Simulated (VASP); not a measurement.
# TePb (I4/mmm) in VASP: single point with r2SCAN

Aim: the single point of TePb with r2SCAN.

Everything below comes from runs of VASP 6.6.1. Logs are shortened: lines on timing, memory, paths and dates and some standing lists are left out, and cuts for length are marked.

## (1) The cell of the first run

The typed cell holds 4 atoms: a = 4.646 Å, b = 4.646 Å, c = 6.583 Å, α = 90.00°, β = 90.00°, γ = 90.00°.

## (2) Single point, r2SCAN

POSCAR reads:

```
TePb
1.0
    4.6456710862      0.0000000000      0.0000000000
    0.0000000000      4.6456710862      0.0000000000
    0.0000000000      0.0000000000      6.5834752094
Pb Te
2 2
Direct
    0.0000000000      0.0000000000      0.0000000000
    0.5000000000      0.5000000000      0.5000000000
    0.5000000000      0.5000000000      0.0000000000
    0.0000000000      0.0000000000      0.5000000000
```

INCAR.step1 reads:

```
SYSTEM = TePb
PREC     = Accurate       ! precision mode
ENCUT    = 550            ! plane-wave cutoff, eV
ISMEAR   = 0              ! smearing method
SIGMA    = 0.02           ! smearing width, eV
LREAL    = .FALSE.        ! projectors in reciprocal space
LASPH    = .TRUE.         ! aspherical terms in the spheres
NELM     = 120            ! most SCF steps
NBANDS   = 28             ! bands
GGA      = PE             ! functional
ALGO     = Normal         ! electronic algorithm
EDIFF    = 1E-5           ! SCF threshold, eV
LWAVE    = .TRUE.         ! write WAVECAR
LCHARG   = .FALSE.        ! write CHGCAR
GGA_COMPAT= .FALSE.
```

INCAR.step2 reads:

```
SYSTEM = TePb
PREC     = Accurate       ! precision mode
ENCUT    = 550            ! plane-wave cutoff, eV
EDIFF    = 1E-6           ! SCF threshold, eV
ISMEAR   = 0              ! smearing method
SIGMA    = 0.02           ! smearing width, eV
LREAL    = .FALSE.        ! projectors in reciprocal space
LASPH    = .TRUE.         ! aspherical terms in the spheres
NELM     = 120            ! most SCF steps
ALGO     = Normal         ! electronic algorithm
ISIF     = 2              ! what is computed and relaxed
LWAVE    = .FALSE.        ! write WAVECAR
LCHARG   = .FALSE.        ! write CHGCAR
METAGGA  = R2SCAN         ! meta-GGA
LMIXTAU  = .TRUE.       
NBANDS   = 28             ! bands
ISTART   = 1            
GGA_COMPAT= .FALSE.
```

KPOINTS reads:

```
Automatic mesh
0
G
  6 6 4
  0 0 0
```

Potentials or basis: VASP PAW PBE potentials, release 64 (Pb_d, Te).

On the command line:

```
$ cat potpaw_PBE.64/Pb_d/POTCAR potpaw_PBE.64/Te/POTCAR > POTCAR
$ cp INCAR.step1 INCAR
$ mpirun -np 1 vasp_std > vasp.out
$ cp INCAR.step2 INCAR
$ mpirun -np 1 vasp_std > vasp.out
```

OUTCAR:

```text
SYSTEM = TePb
   PREC = Accurate
   ENCUT = 550
   EDIFF = 1E-6
   ISMEAR = 0
   LREAL = .FALSE.
   LASPH = .TRUE.
   NELM = 120
   ISIF = 2
   METAGGA = R2SCAN
   ISTART = 1

 ion  position               nearest neighbor table
   1  0.000  0.000  0.000-   3 3.28   3 3.28   3 3.28   3 3.28   4 3.29   4 3.29
   2  0.500  0.500  0.500-   4 3.28   4 3.28   4 3.28   4 3.28   3 3.29   3 3.29
   3  0.500  0.500  0.000-   1 3.28   1 3.28   1 3.28   1 3.28   2 3.29   2 3.29
   4  0.000  0.000  0.500-   2 3.28   2 3.28   2 3.28   2 3.28   1 3.29   1 3.29

  LATTYP: Found a simple tetragonal cell.
 ALAT       =     4.6456710862
 C/A-ratio  =     1.4171203874

  Lattice vectors:

 A1 = (   4.6456710862,   0.0000000000,   0.0000000000)
 A2 = (   0.0000000000,   4.6456710862,   0.0000000000)
 A3 = (   0.0000000000,   0.0000000000,   6.5834752094)

Analysis of symmetry for initial positions (statically):
=====================================================================
 Subroutine PRICEL returns following result:

  LATTYP: Found a body centered tetragonal cell.
 ALAT       =     4.6456710862
 C/A-ratio  =     1.4171203874

  Lattice vectors:

 A1 = (   2.3228355431,  -2.3228355431,  -3.2917376047)
 A2 = (  -2.3228355431,   2.3228355431,  -3.2917376047)
 A3 = (   2.3228355431,   2.3228355431,   3.2917376047)

   2 primitive cells build up your supercell.

 Routine SETGRP: Setting up the symmetry group for a
 simple tetragonal supercell.

 Subroutine GETGRP returns: Found 16 space group operations
 (whereof 16 operations were pure point group operations)
 out of a pool of 16 trial point group operations.

The static configuration has the point symmetry D_4h.

Analysis of symmetry for dynamics (positions and initial velocities):
=====================================================================
 Subroutine PRICEL returns following result:

  LATTYP: Found a body centered tetragonal cell.
 ALAT       =     4.6456710862
 C/A-ratio  =     1.4171203874

  Lattice vectors:

 A1 = (   2.3228355431,  -2.3228355431,  -3.2917376047)
 A2 = (  -2.3228355431,   2.3228355431,  -3.2917376047)
 A3 = (   2.3228355431,   2.3228355431,   3.2917376047)

   2 primitive cells build up your supercell.

 Routine SETGRP: Setting up the symmetry group for a
 simple tetragonal supercell.

 Subroutine GETGRP returns: Found 16 space group operations
 (whereof 16 operations were pure point group operations)
 out of a pool of 16 trial point group operations.

The dynamic configuration has the point symmetry D_4h.

 Subroutine INISYM returns: Found 16 space group operations
 (whereof 16 operations are pure point group operations),
 and found     2 'primitive' translations

----------------------------------------------------------------------------------------

                                     Primitive cell

  volume of cell :      71.0431

  direct lattice vectors                    reciprocal lattice vectors
     2.322835543 -2.322835543 -3.291737605     0.215254154  0.000000000 -0.151895461
    -2.322835543  2.322835543 -3.291737605     0.000000000  0.215254154 -0.151895461
     2.322835543  2.322835543  3.291737605     0.215254154  0.215254154  0.000000000

  length of vectors
     4.650447976  4.650447976  4.650447976     0.263451289  0.263451289  0.304415344

  position of ions in fractional coordinates (direct lattice)
     0.000000000  0.000000000  0.000000000
     0.500000000  0.500000000  0.000000000

  ion indices of the primitive-cell ions
   primitive index   ion index
                 1           1
                 2           4

----------------------------------------------------------------------------------------

 KPOINTS: Automatic mesh

Automatic generation of k-mesh.
 Grid dimensions read from file:
 generate k-points for:    6    6    4

 Generating k-lattice:

  Cartesian coordinates                     Fractional coordinates (reciprocal lattice)
     0.035875692  0.000000000  0.000000000     0.166666667  0.000000000  0.000000000
     0.000000000  0.035875692  0.000000000     0.000000000  0.166666667  0.000000000
     0.000000000  0.000000000  0.037973865     0.000000000  0.000000000  0.250000000

  Length of vectors
     0.035875692  0.035875692  0.037973865

  Shift w.r.t. Gamma in fractional coordinates (k-lattice)
     0.000000000  0.000000000  0.000000000

 Subroutine IBZKPT returns following result:
 ===========================================

 Found     30 irreducible k-points:

 Following reciprocal coordinates:
            Coordinates               Weight
  0.000000  0.000000  0.000000      1.000000
  0.166667  0.000000  0.000000      4.000000
  0.333333  0.000000  0.000000      4.000000
  0.500000  0.000000  0.000000      2.000000
  0.166667  0.166667  0.000000      4.000000
  0.333333  0.166667  0.000000      8.000000
[... 16 lines left out ...]
  0.333333  0.000000  0.500000      4.000000
  0.500000  0.000000  0.500000      2.000000
 [... further k-points ...]
   k-points           NKPTS =     30   k-points in BZ     NKDIM =     30   number of bands    NBANDS=     28
   number of dos      NEDOS =    301   number of ions     NIONS =      4
   total plane-waves  NPLWV =  64800
   dimension x,y,z NGX =    36 NGY =   36 NGZ =   50
   dimension x,y,z NGXF=    72 NGYF=   72 NGZF=  100
   ions per type =               2   2
   NGX,Y,Z   is equivalent  to a cutoff of  12.88, 12.88, 12.63 a.u.
   NGXF,Y,Z  is equivalent  to a cutoff of  25.77, 25.77, 25.25 a.u.
 SYSTEM =  TePb
   PREC   = accura    normal or accurate (medium, high low for compatibility)
   ISTART =      1    job   : 0-new  1-cont  2-samecut
   ICHARG =      0    charge: 1-file 2-atom 10-const
   ISPIN  =      1    spin polarized calculation?
   LNONCOLLINEAR =      F non collinear calculations
   LSORBIT =      F    spin-orbit coupling
   LASPH  =      T    aspherical Exc in radial PAW
   ENCUT  =  550.0 eV  40.42 Ry    6.36 a.u.   8.88  8.88 12.59*2*pi/ulx,y,z
   NELM   =    120;   NELMIN=  2; NELMDL=  0     # of ELM steps
   EDIFF  = 0.1E-05   stopping-criterion for ELM
   LREAL  =      F    real-space projection
   EDIFFG = 0.1E-04   stopping-criterion for IOM
   NSW    =      0    number of steps for IOM
   IBRION =     -1    ionic relax: 0-MD 1-quasi-New 2-CG
   NFREE  =      0    steps in history (QN), initial steepest desc. (CG)
   ISIF   =      2    stress and relaxation
   ISYM   =      2    0-nonsym 1-usesym 2-fastsym
   POTIM  = 0.5000    time-step for ionic-motion
   TEBEG  =    0.0;   TEEND  =   0.0 temperature during run
   PSTRESS=    0.0 pullay stress
   NELECT =      40.0000    total number of electrons
   NUPDOWN=      -1.0000    fix difference up-down
   EMIN   =  10.00;   EMAX   =-10.00  energy-range for DOS
   EFERMI =   0.00;   METHOD = LEGACY
   ISMEAR =     0;   SIGMA  =   0.02  broadening in eV -4-tet -1-fermi 0-gaus
   EFERMI_NEDOS =   21; number of points for ismear=-14 and -15
   IALGO  =     38    algorithm
   IMIX   =      4    mixing-type and parameters
     AMIX     =   0.40;   BMIX     =  1.00
     AMIX_MAG =   1.60;   BMIX_MAG =  1.00
  volume/ion in A,a.u.               =      35.52       239.71
  Fermi-wavevector in a.u.,A,eV,Ry     =   1.072945  2.027572 15.663176  1.151211
  Thomas-Fermi vector in A             =   2.208730
   LORBIT       =      0    0 simple, 1 ext, 2 COOP (PROOUT), +10 PAW based schemes
   METAGGA = R2SCAN    functional components
   LHFCALC =     F    Hartree Fock is set to
   AEXX    =    0.0000 exact exchange contribution
   IVDW    =     0    specifies the selected vdW correction
   LEPSILON=     F    determine dielectric tensor
   LRPA    =     F    only Hartree local field effects (RPA)
 non-spin polarized calculation
 Gauss-broadening in eV      SIGMA  =   0.02
  energy-cutoff  :      550.00
  volume of cell :      142.09
 maximum number of plane-waves:      4240
 NGX is ok and might be reduce to    36
   NGX = 17   NGY = 17   NGZ = 25

 number of electron      39.9999994 magnetization

 Free energy of the ion-electron system (eV)
  ---------------------------------------------------
  ext. energy  EPLUGINS =         0.00000000
  ---------------------------------------------------
  free energy    TOTEN  =      -165.40273745 eV

  energy without entropy =     -165.40273745  energy(sigma->0) =     -165.40273745

 E-fermi :   4.9640     XC(G=0):  -9.5683

 val. band max:        4.8390953380   @ k =   0.5000   0.0000   0.5000
 cond. band min:       5.9666635861   @ k =   0.5000   0.0000   0.5000
 fundamental gap:      1.1275682481
 Fermi energy:         4.9639652532

 k-point     1 :       0.0000    0.0000    0.0000
  band No.  band energies     occupation
      1     -12.5019      2.00000
      2     -12.4498      2.00000
      3     -12.4475      2.00000
      4     -12.4474      2.00000
      5     -12.4416      2.00000
      6     -12.4416      2.00000
[... 20 lines left out ...]
     27      11.1484      0.00000
     28      11.1557      0.00000

 k-point     2 :       0.1667    0.0000    0.0000
  band No.  band energies     occupation
      1     -12.4955      2.00000
      2     -12.4506      2.00000
      3     -12.4504      2.00000
      4     -12.4439      2.00000
      5     -12.4427      2.00000
      6     -12.4414      2.00000
[... 20 lines left out ...]
     27      10.9100      0.00000
     28      11.3200      0.00000

 k-point     3 :       0.3333    0.0000    0.0000
  band No.  band energies     occupation
      1     -12.4806      2.00000
      2     -12.4558      2.00000
      3     -12.4554      2.00000
      4     -12.4513      2.00000
      5     -12.4401      2.00000
      6     -12.4362      2.00000
[... 20 lines left out ...]
     27      11.1959      0.00000
     28      11.4018      0.00000

 k-point     4 :       0.5000    0.0000    0.0000
  band No.  band energies     occupation
      1     -12.4657      2.00000
      2     -12.4657      2.00000
      3     -12.4570      2.00000
      4     -12.4570      2.00000
      5     -12.4362      2.00000
      6     -12.4362      2.00000
[... 20 lines left out ...]
     27      12.0790      0.00000
     28      12.0790      0.00000

 k-point     5 :       0.1667    0.1667    0.0000
  band No.  band energies     occupation
      1     -12.4911      2.00000
      2     -12.4579      2.00000
      3     -12.4469      2.00000
      4     -12.4461      2.00000
      5     -12.4435      2.00000
      6     -12.4406      2.00000
[... 20 lines left out ...]
     27      11.0408      0.00000
     28      11.1016      0.00000

 k-point     6 :       0.3333    0.1667    0.0000
  band No.  band energies     occupation
      1     -12.4828      2.00000
      2     -12.4684      2.00000
      3     -12.4512      2.00000
      4     -12.4472      2.00000
      5     -12.4440      2.00000
      6     -12.4354      2.00000
[... 463 lines left out ...]
      5     -12.4430      2.00000
      6     -12.4430      2.00000
[... 20 lines left out ...]
     27       9.5709      0.00000
     28       9.5709      0.00000

 k-point    22 :       0.1667    0.0000    0.5000
  band No.  band energies     occupation
      1     -12.4687      2.00000
      2     -12.4687      2.00000
      3     -12.4482      2.00000
      4     -12.4482      2.00000
      5     -12.4411      2.00000
      6     -12.4411      2.00000
[... 20 lines left out ...]
     27      10.2091      0.00000
     28      10.2091      0.00000

 k-point    23 :       0.3333    0.0000    0.5000
  band No.  band energies     occupation
      1     -12.4642      2.00000
      2     -12.4642      2.00000
      3     -12.4567      2.00000
      4     -12.4567      2.00000
      5     -12.4385      2.00000
      6     -12.4385      2.00000
[... 20 lines left out ...]
     27      11.9388      0.00000
     28      11.9388      0.00000

 k-point    24 :       0.5000    0.0000    0.5000
  band No.  band energies     occupation
      1     -12.4623      2.00000
      2     -12.4623      2.00000
      3     -12.4606      2.00000
      4     -12.4606      2.00000
      5     -12.4388      2.00000
      6     -12.4388      2.00000
[... 20 lines left out ...]
     27      13.7264      0.00000
     28      13.7264      0.00000

 [... further k-points ...]

------------------------ aborting loop because EDIFF is reached ----------------------------------------

  FORCE on cell =-STRESS in cart. coord.  units (eV):
  Direction    XX          YY          ZZ          XY          YZ          ZX
  --------------------------------------------------------------------------------------
  -------------------------------------------------------------------------------------
  Total       -0.6727485     -0.6727485     -0.6326235      0.0000000     -0.0000000      0.0000000
  in kB       -7.5859717     -7.5859717     -7.1335183      0.0000000     -0.0000000      0.0000000
  external PRESSURE =      -7.4351539 kB  Pullay stress =       0.0000000 kB

 VOLUME and BASIS-vectors are now :
 -----------------------------------------------------------------------------
  energy-cutoff  :      550.00
  volume of cell :      142.09
      direct lattice vectors                 reciprocal lattice vectors
     4.645671086  0.000000000  0.000000000     0.215254154  0.000000000  0.000000000
     0.000000000  4.645671086  0.000000000     0.000000000  0.215254154  0.000000000
     0.000000000  0.000000000  6.583475209     0.000000000  0.000000000  0.151895461

 POSITION                                       TOTAL-FORCE (eV/Angst)
 -----------------------------------------------------------------------------------
      0.00000      0.00000      0.00000        -0.000000     -0.000000     -0.000000
      2.32284      2.32284      3.29174         0.000000      0.000000      0.000000
      2.32284      2.32284      0.00000        -0.000000     -0.000000     -0.000000
      0.00000      0.00000      3.29174        -0.000000     -0.000000     -0.000000
 -----------------------------------------------------------------------------------
    total drift:                                0.000000      0.000000      0.000000

  FREE ENERGIE OF THE ION-ELECTRON SYSTEM (eV)
  ---------------------------------------------------
  free  energy   TOTEN  =      -165.4027374489 eV

  energy  without entropy=     -165.4027374489  energy(sigma->0) =     -165.40273745
```

It took 8.1 min on 1 thread of Intel Xeon 8259CL, shared host; peak memory 0.33 GiB.

Results:

```yaml
Free_energy: -165.4027 eV
Pressure: -0.7 GPa
Band_gap_on_the_k_mesh: 1.13 eV
```

Levels at points of the mesh, in eV from the valence-band top:
```
           k point  band 16  band 17  band 18  band 19  band 20  band 21  band 22  band 23  band 24  band 25
(0.00, 0.00, 0.00)    -2.65    -2.65    -1.28    -1.28    -1.26     3.82     4.27     4.31     4.31     5.65
(0.50, 0.00, 0.00)    -2.91    -0.99    -0.99    -0.53    -0.53     1.94     1.94     2.01     2.01     4.91
(0.50, 0.50, 0.00)    -4.27    -2.66    -2.66    -2.64    -2.64     3.82     3.82     5.62     5.62     5.67
(0.00, 0.00, 0.50)    -2.04    -2.04    -2.04    -1.29    -1.29     2.77     2.77     4.59     4.59     4.73
(0.50, 0.00, 0.50)    -0.84    -0.83    -0.83     0.00     0.00     1.13     1.13     1.55     1.55     1.56
(0.50, 0.50, 0.50)    -3.59    -3.59    -3.59    -0.35    -0.35     1.95     1.95     5.57     5.57     5.57
```

Caveat: the PAW data sets were made with another functional, which shifts forces and pressure a little; spin-orbit coupling is left out, which moves the levels of the heavy elements. A k mesh can miss the band edges.
